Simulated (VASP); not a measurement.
# AlN (Pm) in VASP: further runs, part 2 of 2

VASP 6.6.1. Earlier steps stand in the parts before.

## Step 4: Single point, LDA (atom 1 (Al) moved by -0.620 Å along [1 0 0] and +0.000 Å along [1 2 0])

Input file INCAR:

```
SYSTEM = AlN
ALGO     = Normal         ! electronic algorithm
EDIFF    = 1E-7           ! SCF threshold, eV
ENCUT    = 520            ! plane-wave cutoff, eV
ISIF     = 2              ! what is computed and relaxed
ISMEAR   = 0              ! smearing method
LASPH    = .True.         ! aspherical terms in the spheres
LCHARG   = .False.        ! write CHGCAR
LREAL    = .False.        ! projectors in reciprocal space
LWAVE    = .False.        ! write WAVECAR
NBANDS   = 26             ! bands
NELM     = 100            ! most SCF steps
PREC     = Accurate       ! precision mode
SIGMA    = 0.05           ! smearing width, eV
```

Input file KPOINTS:

```
k-points
0
Gamma
  8 6 4
  0 0 0
```

Input file POSCAR:

```
AlN
1.0
   -1.6378403119      2.8368226349      0.0000000000
    0.0000000000      0.0000000000      4.1006264518
    4.9135209358      2.8368226349      0.0000000000
Al N
4 4
Direct
    0.5946368207      0.7500000000      0.0720298460
    1.0000000000      0.7500000000      0.6666666667
    0.0000000000      0.2500000000      0.3333333333
    0.5000000000      0.2500000000      0.8333333333
    0.5000000000      0.2500000000      0.1666666667
    1.0000000000      0.2500000000      0.6666666667
    0.0000000000      0.7500000000      0.3333333333
    0.5000000000      0.7500000000      0.8333333333
```

Potentials or basis: VASP PAW LDA potentials, release 64 (Al, N).

Started as:

```
$ cat potpaw_LDA.64/Al/POTCAR potpaw_LDA.64/N/POTCAR > POTCAR
$ mpirun -np 1 vasp_std > vasp.out
```

OUTCAR:

```text
SYSTEM = AlN
   EDIFF = 1E-7
   ENCUT = 520
   ISIF = 2
   ISMEAR = 0
   LASPH = .True.
   LREAL = .False.
   NELM = 100
   PREC = Accurate

 ion  position               nearest neighbor table
   1  0.595  0.750  0.072-   8 1.39   7 1.99   5 2.14   5 2.14   7 2.45   4 2.48   4 2.48   2 2.66
                             3 2.86   3 2.86   2 3.01   3 3.19   3 3.19
   2  0.000  0.750  0.667-   8 1.89   8 1.89   7 1.89   6 2.05   6 2.05   1 2.66   4 2.79   4 2.79
                             4 2.79   4 2.79   3 2.79   3 2.79   1 3.01
   3  0.000  0.250  0.333-   5 1.89   5 1.89   6 1.89   7 2.05   7 2.05   2 2.79   2 2.79   1 2.86
                             1 2.86   1 3.19   1 3.19   4 3.28   4 3.28   4 3.28   4 3.28
   4  0.500  0.250  0.833-   6 1.89   6 1.89   5 1.89   8 2.05   8 2.05   1 2.48   1 2.48   2 2.79
                             2 2.79   2 2.79   2 2.79   3 3.28   3 3.28   3 3.28   3 3.28
   5  0.500  0.250  0.167-   3 1.89   3 1.89   4 1.89   1 2.14   1 2.14
   6  0.000  0.250  0.667-   4 1.89   4 1.89   3 1.89   2 2.05   2 2.05
   7  0.000  0.750  0.333-   2 1.89   1 1.99   3 2.05   3 2.05   1 2.45
   8  0.500  0.750  0.833-   1 1.39   2 1.89   2 1.89   4 2.05   4 2.05

  LATTYP: Found a simple orthorhombic cell.
 ALAT       =     3.2756806238
 B/A-ratio  =     1.2518395176
 C/A-ratio  =     1.7320508076

  Lattice vectors:

 A1 = (  -1.6378403119,   2.8368226349,   0.0000000000)
[... 199 lines left out ...]
  band No.  band energies     occupation
      1      -9.6009      2.00000
      2      -6.5755      2.00000
      3      -6.2527      2.00000
      4      -4.0529      2.00000
      5       0.2743      2.00000
      6       1.4544      2.00000
[... 685 lines left out ...]
     25      17.7425      0.00000
     26      18.3261      0.00000

 [... further k-points ...]
[... 5 lines left out ...]
  --------------------------------------------------------------------------------------
  -------------------------------------------------------------------------------------
  Total       16.3635349     14.0193613      0.9189960     15.4869132      0.0000000      0.0000000
  in kB      344.0121396    294.7303581     19.3201392    325.5828392      0.0000000      0.0000000
  external PRESSURE =     219.3542123 kB  Pullay stress =       0.0000000 kB

 VOLUME and BASIS-vectors are now :
 -----------------------------------------------------------------------------
  energy-cutoff  :      520.00
  volume of cell :       76.21
      direct lattice vectors                 reciprocal lattice vectors
    -1.637840312  2.836822635  0.000000000    -0.152640033  0.264380293  0.000000000
     0.000000000  0.000000000  4.100626452     0.000000000  0.000000000  0.243865178
     4.913520936  2.836822635  0.000000000     0.152640033  0.088126764  0.000000000

 POSITION                                       TOTAL-FORCE (eV/Angst)
 -----------------------------------------------------------------------------------
     -0.62000      1.89122      3.07547        23.755554     17.965060      0.000000
      3.27568      1.89122      3.07547        -3.101110     -1.426913      0.000000
      1.63784      0.94561      1.02516        -0.701965     -0.066334      0.000000
      3.27568      3.78243      1.02516        -0.192909     -0.720152      0.000000
      0.00000      1.89122      1.02516        -2.662536     -0.606220      0.000000
      3.27568      1.89122      1.02516         1.129761      0.681569      0.000000
      1.63784      0.94561      3.07547        -0.914781     -0.628463      0.000000
      3.27568      3.78243      3.07547       -17.312014    -15.198548      0.000000
 -----------------------------------------------------------------------------------
    total drift:                                0.000378      0.000175     -0.000000

  FREE ENERGIE OF THE ION-ELECTRON SYSTEM (eV)
  ---------------------------------------------------
  free  energy   TOTEN  =       -59.0715267347 eV

  energy  without entropy=      -59.0715267347  energy(sigma->0) =      -59.07152673
```

OSZICAR:

```text
N       E                     dE             d eps       ncg     rms          rms(c)
DAV:   1     0.110673399067E+03    0.11067E+03   -0.15064E+04  3752   0.112E+03
DAV:   2    -0.615822024744E+02   -0.17226E+03   -0.16009E+03  4936   0.225E+02
DAV:   3    -0.704479851335E+02   -0.88658E+01   -0.88090E+01  5054   0.528E+01
DAV:   4    -0.705194538670E+02   -0.71469E-01   -0.71416E-01  4544   0.538E+00
DAV:   5    -0.705203536676E+02   -0.89980E-03   -0.89957E-03  5062   0.591E-01    0.185E+01
DAV:   6    -0.594234257806E+02    0.11097E+02   -0.32572E+01  4644   0.311E+01    0.704E+00
DAV:   7    -0.592120365944E+02    0.21139E+00   -0.17908E+00  4846   0.707E+00    0.399E+00
DAV:   8    -0.590916174689E+02    0.12042E+00   -0.11735E-01  4662   0.232E+00    0.134E+00
DAV:   9    -0.590717849900E+02    0.19832E-01   -0.23655E-02  4936   0.104E+00    0.332E-01
DAV:  10    -0.590716522554E+02    0.13273E-03   -0.42665E-03  4564   0.430E-01    0.201E-01
DAV:  11    -0.590715277979E+02    0.12446E-03   -0.55021E-04  4800   0.175E-01    0.878E-02
DAV:  12    -0.590715310710E+02   -0.32730E-05   -0.16750E-04  4518   0.786E-02    0.260E-02
DAV:  13    -0.590715266682E+02    0.44028E-05   -0.14817E-05  4854   0.300E-02    0.109E-02
DAV:  14    -0.590715267788E+02   -0.11064E-06   -0.35000E-06  4400   0.104E-02    0.416E-03
DAV:  15    -0.590715267347E+02    0.44124E-07   -0.41254E-07  4502   0.422E-03
   1 F= -.59071527E+02 E0= -.59071527E+02  d E =-.245120E-15
```

It took 80 s on 1 thread of Intel Xeon Platinum 8488C (Sapphire Rapids), shared host; peak memory 0.22 GiB.

What came out:

* Free energy: -59.0715 eV
* Pressure: 21.9 GPa
* Largest force: 29.784 eV/Å
* Band gap on the k mesh: 1.67 eV (least direct gap 1.74 eV)

Forces on the atoms (eV/Å):
```
Al   23.756  17.965   0.000
Al   -3.101  -1.427   0.000
Al   -0.702  -0.066   0.000
Al   -0.193  -0.720   0.000
N    -2.663  -0.606   0.000
N     1.130   0.682   0.000
N    -0.915  -0.628   0.000
N   -17.312 -15.199   0.000
```

Caveat: the cell differs from its parent crystal (atom 1 (Al) moved by -0.620 Å along [1 0 0] and +0.000 Å along [1 2 0]); the cell stands under pressure; forces of over 1 eV/Å act on the atoms, so gaps and moduli don't describe the material at rest. A k mesh can miss the band edges.

## Step 5: Overview

| cell | gap on the mesh (eV) | pressure (GPa) | largest force (eV/Å) |
| --- | --- | --- | --- |
| as given, atomic positions A | 2.51 | 9.9 | 12.39 |
| as given, atomic positions B | 3.06 | 7.6 | 10.71 |
| as given, atomic positions C | 1.67 | 21.9 | 29.78 |

Alike in all rows: task single point; level LDA; potentials or basis VASP PAW LDA potentials, release 64 (Al, N); no spin polarisation; k mesh 8 × 6 × 4; cutoff (eV) 520; smearing gaussian 0.05 eV.

Caveats: the cell stands under pressure; forces of over 1 eV/Å act on the atoms, so gaps and moduli don't describe the material at rest.

Total energies depend on the potentials used, so only differences within one code and one set of settings carry meaning.
